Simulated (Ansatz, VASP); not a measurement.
# One calculation of H7C2SN, two programs

```xyz
22
Lattice="2.5906 -4.6634 0.0139 2.5906 4.6634 0.0139 -1.6107 0.0000 8.6028" Properties=species:S:1:pos:R:3 pbc="T T T"
H     2.0284   -3.8451    4.9683
H     2.8337    3.8451    0.6669
H     0.4615    0.3107    3.6135
H    -0.3438   -0.3107    7.9149
H     3.6905   -0.8686    2.5817
H     2.8852    0.8686    6.8830
H     2.6548   -0.3475    3.9204
H     1.8494    0.3475    8.2218
H     3.1237    1.9467    3.4057
H     2.3183   -1.9467    7.7071
H     2.4739    1.1935    2.0200
H     1.6686   -1.1935    6.3214
H     4.1671    1.4737    2.0820
H     3.3618   -1.4737    6.3834
C    -0.4053    0.0148    4.2208
C    -1.2106   -0.0148    8.5222
C     3.5549   -0.0918    3.3453
C     2.7496    0.0918    7.6467
S    -0.0615   -1.5588    5.0866
S     0.7438    1.5588    0.7853
N     3.3188    1.2114    2.6616
N     2.5135   -1.2114    6.9630
```

Alike in both runs: task relaxation of cell and atoms; functional PBE; dispersion D3(BJ); k mesh 4 × 4 × 4; occupations gaussian, width 0.02 eV; no spin polarisation.

|  | VASP | Ansatz |
| --- | --- | --- |
| version | VASP 6.6.1 | Ansatz 0.2.0 |
| potentials or method | VASP PAW PBE potentials, release 64 (H, C, S, N), cutoff 600 eV | scalar-relativistic, plane waves, PAW |
| valence electrons in the cell | 52 | 52 |

|  | VASP | Ansatz | Ansatz less VASP |
| --- | --- | --- | --- |
| gap on the k mesh at the Fermi level, each at its own relaxed structure (eV) | 3.73 | 3.73 | -0.008 |
| relaxed volume (Å³/atom) | 9.37 | 9.42 | +0.048 |
| relaxed length of the cell vector where the two differ most in proportion (Å) | 8.723 | 8.740 | +0.0179 |
